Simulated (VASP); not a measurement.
# Ge in VASP: notebook, part 2 of 2

VASP 6.6.1. The steps go on from the part before.

## (4) Relaxation of cell and atoms, PBE

This run uses another cell than the first one: it holds 1 atom, not 2.

INCAR

```
SYSTEM = Ge
ALGO = Normal ; EDIFF = 1E-6
EDIFFG = -0.01 ; ENCUT = 600
GGA = PE ; IBRION = 2
ISIF = 3 ; ISMEAR = 0
LASPH = .True. ; LCHARG = .False.
LREAL = .False. ; LWAVE = .False.
NELM = 60 ; NSW = 100
PREC = Accurate ; SIGMA = 0.1
```

KPOINTS

```
k-points
0
Gamma
  20 20 20
  0 0 0
```

POSCAR

```
Ge
1.0
    2.7474861274      0.0000000000      0.0000000000
    0.0000000000      2.7474861274      0.0000000000
    0.0000000000      0.0000000000      2.6486069173
Ge
1
Direct
    0.5000000000      0.5000000000      0.5000000000
```

Potentials or basis: VASP PAW PBE potentials, release 64 (Ge_d).

On the command line:

```sh
> cat potpaw_PBE.64/Ge_d/POTCAR > POTCAR
> mpirun -np 1 vasp_std > vasp.out
```

OUTCAR:

```text
SYSTEM = Ge
   EDIFF = 1E-6
   EDIFFG = -0.01
   ENCUT = 600
   GGA = PE
   IBRION = 2
   ISIF = 3
   ISMEAR = 0
   LASPH = .True.
   LREAL = .False.
   NELM = 60
   NSW = 100
   PREC = Accurate

 ion  position               nearest neighbor table
   1  0.500  0.500  0.500-

  LATTYP: Found a simple tetragonal cell.
 ALAT       =     2.7474861274
 C/A-ratio  =     0.9640110248

  Lattice vectors:

 A1 = (   2.7474861274,   0.0000000000,   0.0000000000)
 A2 = (   0.0000000000,   2.7474861274,   0.0000000000)
 A3 = (   0.0000000000,   0.0000000000,   2.6486069173)

Analysis of symmetry for initial positions (statically):
=====================================================================
 Subroutine PRICEL returns:
 Original cell was already a primitive cell.

 Routine SETGRP: Setting up the symmetry group for a
 simple tetragonal supercell.

 Subroutine GETGRP returns: Found 16 space group operations
 (whereof 16 operations were pure point group operations)
 out of a pool of 16 trial point group operations.

The static configuration has the point symmetry D_4h.

Analysis of symmetry for dynamics (positions and initial velocities):
=====================================================================
 Subroutine PRICEL returns:
 Original cell was already a primitive cell.

[... 434 lines left out ...]

 number of electron      13.9999995 magnetization

 Free energy of the ion-electron system (eV)
  ---------------------------------------------------
  ext. energy  EPLUGINS =         0.00000000
  ---------------------------------------------------
  free energy    TOTEN  =        -4.27107516 eV

  energy without entropy =       -4.26856739  energy(sigma->0) =       -4.26982127

 E-fermi :   5.8823     XC(G=0): -10.9017

 val. band max:        5.8698617034   @ k =   0.3000   0.2000   0.3000
 cond. band min:       5.9021578957   @ k =   0.5000   0.3500   0.0000
 fundamental gap:      0.0322961923
 Fermi energy:         5.8823209958

 k-point     1 :       0.0000    0.0000    0.0000
  band No.  band energies     occupation
      1     -18.7710      2.00000
      2     -18.7708      2.00000
      3     -18.5290      2.00000
      4     -18.5288      2.00000
      5     -18.5288      2.00000
      6      -6.8188      2.00000
      7      12.4725      0.00000
      8      12.4725      0.00000
      9      12.4828      0.00000
     10      15.9111      0.00000
     11      15.9165      0.00000
[... 309 lines left out ...]
 k-point    24 :       0.2000    0.1000    0.0000
  band No.  band energies     occupation
      1     -18.7537      2.00000
      2     -18.6981      2.00000
      3     -18.5578      2.00000
      4     -18.5501      2.00000
      5     -18.5330      2.00000
      6      -5.8487      2.00000
      7       7.0868      0.00000
      8      10.9215      0.00000
      9      13.3947      0.00000
     10      17.4522      0.00000
     11      20.0105      0.00000

 [... further k-points ...]

------------------------ aborting loop because EDIFF is reached ----------------------------------------

  FORCE on cell =-STRESS in cart. coord.  units (eV):
  Direction    XX          YY          ZZ          XY          YZ          ZX
  --------------------------------------------------------------------------------------
  -------------------------------------------------------------------------------------
  Total       -0.0025026     -0.0025026      0.0015524      0.0000000      0.0000000      0.0000000
  in kB       -0.2010002     -0.2010002      0.1246821      0.0000000      0.0000000      0.0000000
  external PRESSURE =      -0.0924394 kB  Pullay stress =       0.0000000 kB
[... 16 lines left out ...]
  FREE ENERGIE OF THE ION-ELECTRON SYSTEM (eV)
  ---------------------------------------------------
  free  energy   TOTEN  =        -4.2710751563 eV

  energy  without entropy=       -4.2685673910  energy(sigma->0) =       -4.26982127

 reached required accuracy - stopping structural energy minimisation
```

Run time: 6.2 min. Hardware: 1 thread of Intel Xeon Platinum 8488C (Sapphire Rapids), shared host; peak memory 0.32 GiB.

Results:

- Free energy: -4.2711 eV
- Relaxed volume: 19.95 Å³/atom
- Relaxed cell: a = 2.712 Å, b = 2.712 Å, c = 2.712 Å, α = 90.00°, β = 90.00°, γ = 90.00°
- Space group after relaxing (to 0.1 Å): Pm-3m (No. 221)
- Energy gained by relaxing: 5.1 meV/atom
- Ionic steps: 9
- Pressure after relaxing: 0.0 GPa
- Band gap on the k mesh: zero (bands 7 and 8 overlap by 9.09 eV)

Step by step:
| step | energy change (eV) | largest force (eV/Å) | pressure (GPa) | volume (Å³) |
| --- | --- | --- | --- | --- |
| 1 | 0.0000 | 0.0000 | -0.17 | 19.99 |
| 2 | -0.0039 | 0.0000 | 0.17 | 19.93 |
| 3 | -0.0048 | 0.0000 | 0.46 | 19.84 |
| 4 | -0.0050 | 0.0000 | 0.19 | 19.87 |
| 5 | -0.0050 | 0.0000 | 0.22 | 19.87 |
| 6 | -0.0050 | 0.0000 | 0.28 | 19.87 |
| 7 | -0.0051 | 0.0000 | -0.27 | 19.98 |
| 8 | -0.0051 | 0.0000 | 0.04 | 19.94 |
| 9 | -0.0051 | 0.0000 | -0.01 | 19.95 |

Final structure:
```
Ge
1.0
     2.71232    0.00000    0.00000
     0.00000    2.71232    0.00000
     0.00000    0.00000    2.71158
Ge
1
Cartesian
  1.3562 1.3562 1.3558
```

Levels at points of the mesh, in eV from the Fermi level:
```tsv
k point	band 3	band 4	band 5	band 6	band 7	band 8	band 9	band 10	band 11
(0.00, 0.00, 0.00)	-24.41	-24.41	-24.41	-12.70	6.59	6.59	6.60	10.03	10.03
(0.50, 0.00, 0.00)	-24.47	-24.46	-24.41	-9.00	-5.54	9.43	9.44	13.23	15.19
(0.50, 0.50, 0.00)	-24.47	-24.47	-24.34	-5.08	-2.50	-2.50	3.21	12.22	19.34
(0.00, 0.00, 0.50)	-24.47	-24.46	-24.41	-9.00	-5.54	9.43	9.43	13.23	15.19
(0.50, 0.00, 0.50)	-24.47	-24.47	-24.34	-5.08	-2.50	-2.50	3.21	12.21	19.33
(0.50, 0.50, 0.50)	-24.55	-24.33	-24.33	-0.56	0.34	0.35	0.35	6.91	6.91
```

## (5) Summary

| task | cell | k mesh | cutoff (eV) | gap on the mesh (eV) | pressure (GPa) |
| --- | --- | --- | --- | --- | --- |
| single point | a = 2.747, b = 2.747, c = 5.297 Å, angles 90.0, 90.0, 89.9°, 2 atoms, atomic positions A | 6 × 6 × 4 | 520 | none | -0.1 |
| single point | a = 2.711 Å, 1 atom, atomic positions B | 20 × 20 × 20 | 520 | none | 0.0 |
| relaxation of cell and atoms | relaxed from a = 2.747, b = 2.747, c = 2.649 Å, 1 atom, atomic positions B | 20 × 20 × 20 | 600 | none | 0.0 |

Alike in all rows: level PBE; potentials or basis VASP PAW PBE potentials, release 64 (Ge_d); no spin polarisation; smearing gaussian 0.1 eV.

Caveats: some runs use coarse meshes.

Total energies depend on the potentials used, so only differences within one code and one set of settings carry meaning.
